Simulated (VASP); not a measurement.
**VO2: single point with SVWN5**

Crystal: VO2.

```
V O
1.0
     4.59560    0.00000    0.00000
     0.00000    4.59560    0.00000
     0.00000    0.00000    3.10416
V O
2 4
Direct
  0.50000 0.50000 0.50000
  0.00000 0.00000 0.00000
  0.20036 0.79964 0.50000
  0.79964 0.20036 0.50000
  0.70036 0.70036 0.00000
  0.29964 0.29964 0.00000
```

```
Program                : VASP 6.6.1
Task                   : single point
Functional             : SVWN5
Potentials or basis    : VASP PAW PBE potentials, release 64 (V_sv, O)
Cutoff                 : 600 eV
k mesh                 : 6 × 6 × 9
Occupations            : fermi-dirac, width 0.05 eV
Spin                   : collinear spin, ferromagnetic start
Starting moments       : [2.0, 2.0, 0.0, 0.0, 0.0, 0.0] μB
Dipole correction      : no
Further INCAR settings : ALGO = Normal; EDIFF = 1e-06; NBANDS = 38
```

```
Pressure                                              : -31.7 GPa
Largest force                                         : 0.337 eV/Å
Band gap on the k mesh                                : zero (filled and empty bands overlap)
Net moment                                            : 2.00 μB per cell
Site moments                                          : V +1.05; O -0.05 μB
Valence electrons inside the program's atomic spheres : V 11.31; O 4.94
```

Forces in eV/Å, atoms in the order of the input:
```
V    0.000  0.000  0.000
V    0.000  0.000  0.000
O   -0.238  0.238  0.000
O    0.238 -0.238  0.000
O   -0.238 -0.238  0.000
O    0.238  0.238  0.000
```

Stress tensor (GPa, compression positive):
```
-25.41   0.00   0.00
  0.00 -25.41   0.00
  0.00   0.00 -44.20
```

Levels at points of the mesh, in eV from the Fermi level:
Spin up:
```csv
k point,band 22,band 23,band 24,band 25,band 26,band 27,band 28,band 29,band 30,band 31
"(0.00, 0.00, 0.00)",-1.49,-1.49,-0.99,-0.69,-0.46,-0.34,-0.32,-0.32,1.59,1.73
"(0.50, 0.00, 0.00)",-3.17,-1.71,-1.71,-0.12,-0.12,0.35,0.35,0.83,0.83,3.09
"(0.50, 0.50, 0.00)",-2.68,-2.31,-2.31,-0.65,-0.65,-0.29,-0.29,1.21,1.21,2.90
```
Spin down:
| k point | band 22 | band 23 | band 24 | band 25 | band 26 | band 27 |
| --- | --- | --- | --- | --- | --- | --- |
| (0.00, 0.00, 0.00) | -1.55 | -1.55 | -1.09 | 0.36 | 0.47 | 0.57 |
| (0.50, 0.00, 0.00) | -3.05 | -1.78 | -1.78 | 0.85 | 0.85 | 1.22 |
| (0.50, 0.50, 0.00) | -2.69 | -2.33 | -2.33 | 0.35 | 0.35 | 0.66 |

Run time: 5 min on 1 thread of Intel(R) Xeon(R) Platinum 8259CL CPU @ 2.50GHz (Skylake/Cascade Lake), on a shared host, peak memory 0.33 GiB.

Caveat: the cell stands under tension; the PAW data sets were made with another functional, which shifts forces and pressure a little; semilocal functionals often make such compounds metallic where correlation or magnetic order opens a gap, which also shifts bond lengths.
